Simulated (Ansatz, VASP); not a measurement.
GeBi2 in VASP and in Ansatz

```
Ge Bi
1.0
     6.91403    0.00000    0.00000
     0.00000    6.91403    0.00000
     0.00000    0.00000    4.18337
Ge Bi
2 4
Direct
  0.00000 0.00000 0.00000
  0.50000 0.50000 0.50000
  0.29422 0.29422 0.00000
  0.20578 0.79422 0.50000
  0.70578 0.70578 0.00000
  0.79422 0.20578 0.50000
```

Alike in both runs: functional PBE; k mesh 6 × 6 × 10; occupations gaussian, width 0.1 eV; no spin polarisation.

Ansatz relaxed the structure, and its values are those at the end. VASP's run is a single point on that final structure, the one shown.

|  | VASP | Ansatz |
| --- | --- | --- |
| version | VASP 6.6.1 | Ansatz 0.2.0 |
| potentials or method | VASP PAW PBE potentials, release 64 (Ge_d, Bi_d), cutoff 520 eV | scalar-relativistic, plane waves, PAW |
| valence electrons in the cell | 88 | 88 |

|  | VASP | Ansatz | Ansatz less VASP |
| --- | --- | --- | --- |
| gap on the k mesh at the Fermi level (eV) | none | none | - |
| pressure (GPa) | 0.0 | 0.0 | +0.04 |

A gap of «none» marks a metal or a gap that the smearing closes. The functional is the same, so the differences come from potentials, cutoffs and numerics.

Spin-orbit coupling is off throughout.
